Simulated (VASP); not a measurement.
Set up this calculation in VASP 6.6.1, as the native input.

* Task: single point
* Functional: LDA
* Potentials or basis: VASP PAW LDA potentials, release 64 (Os_sv_GW)
* Cutoff: 560 eV
* k mesh: 11 × 11 × 11
* Occupations: fermi-dirac, width 0.1 eV
* Spin: no spin polarisation
* Dipole correction: no
* Further INCAR settings: ALGO = Normal; EDIFF = 1e-06; NBANDS = 23

The structure of Os lies in POSCAR:

```
Os
1.0
    0.0000000000      2.6993438651      2.6993438651
    2.6993438651      0.0000000000      2.6993438651
    2.6993438651      2.6993438651      0.0000000000
Os
2
Direct
    0.1250000000      0.1250000000      0.1250000000
    0.8750000000      0.8750000000      0.8750000000
```

This isn't the form of Os at room conditions, which is hcp.

The input as run:

INCAR

```
SYSTEM = Os
PREC     = Accurate       ! precision mode
ENCUT    = 560            ! plane-wave cutoff, eV
EDIFF    = 1E-6           ! SCF threshold, eV
ISMEAR   = -1             ! smearing method
SIGMA    = 0.1            ! smearing width, eV
LREAL    = .FALSE.        ! projectors in reciprocal space
LASPH    = .TRUE.         ! aspherical terms in the spheres
NELM     = 120            ! most SCF steps
ALGO     = Normal         ! electronic algorithm
ISIF     = 2              ! what is computed and relaxed
LWAVE    = .FALSE.        ! write WAVECAR
LCHARG   = .TRUE.         ! write CHGCAR
GGA      = CA             ! functional
LELF     = .TRUE.         ! ELF
LVHAR    = .TRUE.       
NBANDS   = 23             ! bands
GGA_COMPAT= .FALSE.
```

KPOINTS

```
Automatic mesh
0
G
  11 11 11
  0 0 0
```

Potentials or basis: VASP PAW LDA potentials, release 64 (Os_sv_GW).

Launch:

```console
$ cat potpaw_LDA.64/Os_sv_GW/POTCAR > POTCAR
$ mpirun -np 1 vasp_std > vasp.out
```

It gave:

```yaml
Pressure: 10.9 GPa
Band_gap_on_the_k_mesh: zero (bands 16 and 17 overlap by 1.11 eV)
```

Caveat: the cell stands under pressure; spin-orbit coupling is left out, which moves the levels of the heavy elements.

Wall time 50 s on 1 thread of Intel(R) Xeon(R) Platinum 8488C (Sapphire Rapids) (shared host), peak memory 0.18 GiB.
